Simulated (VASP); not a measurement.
Be:

```
Be
1.0
     0.00000    2.13988    2.13988
     2.13988    0.00000    2.13988
     2.13988    2.13988    0.00000
Be
2
Cartesian
  -0.5350 -0.5350 -0.5350
  0.5350 0.5350 0.5350
```

```yaml
Program: VASP 6.6.1
Task: relaxation of cell and atoms
Functional: PBEsol
Potentials_or_basis: VASP PAW PBE potentials, release 64 (Be)
Cutoff: 600 eV
k_mesh: 15 × 15 × 15
Occupations: fermi-dirac, width 0.05 eV
Spin: no spin polarisation
```

At the start: pressure 34.3 GPa; volume 9.80 Å³/atom.

**Question.** Where does the relaxation end?

**Answer.** Over 7 steps the energy falls by 377.9 meV/atom and the volume is 14.51 Å³/atom (+48.1 %); space group Fd-3m (No. 227, to 0.05 Å).

The path:
```csv
step,energy change (eV),largest force (eV/Å),pressure (GPa),volume (Å³)
1,0.0000,0.0000,34.29,19.60
2,-0.7101,0.0000,5.57,26.17
3,-0.7527,0.0000,1.32,28.22
4,-0.7559,0.0000,0.10,28.94
5,-0.7558,0.0000,-0.23,29.16
6,-0.7559,0.0000,-0.08,29.06
7,-0.7559,0.0000,-0.01,29.01
```

Final structure:
```yaml
crystal:
  lattice:
    - [0.00000, 2.43891, 2.43891]
    - [2.43891, 0.00000, 2.43891]
    - [2.43891, 2.43891, 0.00000]
  atoms:
    - { symbol: Be, position: [0.87500, 0.87500, 0.87500] }
    - { symbol: Be, position: [0.12500, 0.12500, 0.12500] }
```

Caveat: the volume moved by over 15 % at a fixed basis, so the end points are rough; the PAW data sets were made with another functional, which shifts forces and pressure a little.
